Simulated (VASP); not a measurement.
Wanted: the native input for a VASP 6.6.1 run.

- Task: electric field gradients
- Functional: LDA
- Potentials or basis: VASP PAW LDA potentials, release 64 (Nb_sv)
- Cutoff: 520 eV
- k mesh: 13 × 13 × 13
- Occupations: fermi-dirac, width 0.03 eV
- Spin: no spin polarisation
- Dipole correction: no
- Further INCAR settings: ALGO = Normal; EDIFF = 1e-08; NBANDS = 12

The structure of Nb lies in POSCAR:

```
Nb
1.0
    0.0211500000      2.1255750000      2.1255750000
    2.1255750000      0.0211500000      2.1255750000
    2.1255750000      2.1255750000      0.0211500000
Nb
1
Direct
    0.0000000000      0.0000000000      0.0000000000
```

This cell differs from its parent crystal: equal xy, yz and zx shear strains of +1 %.

One way to write it, as run:

INCAR

```
ALGO = Normal ; EDIFF = 1E-8
ENCUT = 520 ; GGA = CA
ISIF = 2 ; ISMEAR = -1
LASPH = T ; LCHARG = F
LEFG = T ; LREAL = F
LWAVE = F ; NBANDS = 12
NELM = 100 ; PREC = Accurate
SIGMA = 0.03
```

KPOINTS

```
k-points
0
Gamma
  13 13 13
```

Potentials or basis: VASP PAW LDA potentials, release 64 (Nb_sv).

Command:

```bash
$ cat potpaw_LDA.64/Nb_sv/POTCAR > POTCAR
$ mpirun -np 1 vasp_std > vasp.out
```

Results of the run:

```
Pressure : -10.4 GPa
```

Caveat: the cell differs from its parent crystal (equal xy, yz and zx shear strains of +1 %); without QUAD_EFG the Cq values of the log hold for a quadrupole moment of 1 mb, not for the nuclei.

Wall time 49 s on 1 thread of AMD EPYC 7R43 64-Core Processor (Zen 3), on a shared host, peak memory 0.13 GiB.
